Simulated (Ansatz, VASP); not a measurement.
## One calculation of Hf6F, two programs

```
Hf F
1.0
     0.00055    0.00206    5.18975
     5.61513    0.00106    0.00055
    -2.80667    4.85875    0.00191
Hf F
6 1
Direct
  0.73682 0.34365 0.34407
  0.26315 0.65604 0.65572
  0.26289 0.34398 0.99965
  0.73684 0.99990 0.65641
  0.26317 0.00025 0.34384
  0.73703 0.65623 0.00020
  0.00011 0.99995 0.00010
```

Change from the starting cell: cell x1, atoms moved at random (sigma 0.05 Å) and cell strained at random (1.5 %), then relaxed without symmetry.

Alike in both runs: functional PBE; k mesh 4 × 6 × 6; occupations gaussian, width 0.2 eV; no spin polarisation.

Ansatz relaxed the structure, and its values are those at the end. VASP's run is a single point on that final structure, the one shown.

|  | VASP | Ansatz |
| --- | --- | --- |
| version | VASP 6.6.1 | Ansatz 0.2.0 |
| potentials or method | VASP PAW PBE potentials, release 64 (Hf_pv, F), cutoff 520 eV | scalar-relativistic, plane waves, PAW |
| valence electrons in the cell | 67 | 163 |

```tsv
	VASP	Ansatz	Ansatz less VASP
gap on the k mesh at the Fermi level (eV)	none	none	-
pressure (GPa)	-0.7	0.1	+0.78
rms of the force components (eV/Å)	0.016	0.007	-0.0090
```

A gap of «none» marks a metal or a gap that the smearing closes. VASP's potentials hold 67 valence electrons a cell and Ansatz's 163, so a difference there can come from the potentials and not from the codes.

Neither program's run includes spin-orbit coupling.
